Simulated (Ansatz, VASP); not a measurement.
# NbAs, level by level in two programs

```xyz
4
Lattice="-1.7259 1.7259 5.8400 1.7259 -1.7259 5.8400 1.7259 1.7259 -5.8400" Properties=species:S:1:pos:R:3 pbc="T T T"
Nb    0.0000    1.7259    0.0000
Nb    0.0000    0.0000    8.7600
As    0.0000    1.7259    4.8589
As    0.0000    0.0000    1.9389
```

Single points on this cell with VASP 6.6.1 and Ansatz 0.2.0. Each row is one pair of runs. Alike in all rows: spin: off; k mesh: 11 × 11 × 11; VASP's potentials, cutoff: VASP PAW PBE potentials, release 64 (Nb_sv, As), 520 eV; Ansatz's potentials, cutoff: Ansatz PAW, 420 eV.

| level | smearing | gap on the k mesh at the Fermi level (eV), VASP | gap on the k mesh at the Fermi level (eV), Ansatz | least direct gap on the mesh (eV), VASP | least direct gap on the mesh (eV), Ansatz | pressure (GPa), VASP | pressure (GPa), Ansatz |
| --- | --- | --- | --- | --- | --- | --- | --- |
| PBE | gaussian, width 0.012 eV | 0.02 | 0.02 | 0.06 | 0.06 | 3.3 | 3.3 |
| PBE | gaussian, width 0.013 eV | 0.02 | 0.02 | 0.06 | 0.06 | 3.3 | 3.3 |
| PBE | gaussian, width 0.014 eV | 0.02 | 0.02 | 0.07 | 0.06 | 3.3 | 3.3 |
| PBE | gaussian, width 0.016 eV | 0.02 | ? | 0.07 | ? | 3.3 | ? |

**Question.** Fill in what Ansatz gave in row 4.

**Answer.** gap on the k mesh at the Fermi level (eV): 0.02; least direct gap on the mesh (eV): 0.06; pressure (GPa): 3.3.

VASP's potentials hold 36 valence electrons a cell and Ansatz's 56, so a difference there can come from the potentials and not from the codes.

Noted on Ansatz's runs: odd divisions of the mesh miss points on the zone boundary, where band edges often lie, so the gap on the mesh can be too wide.
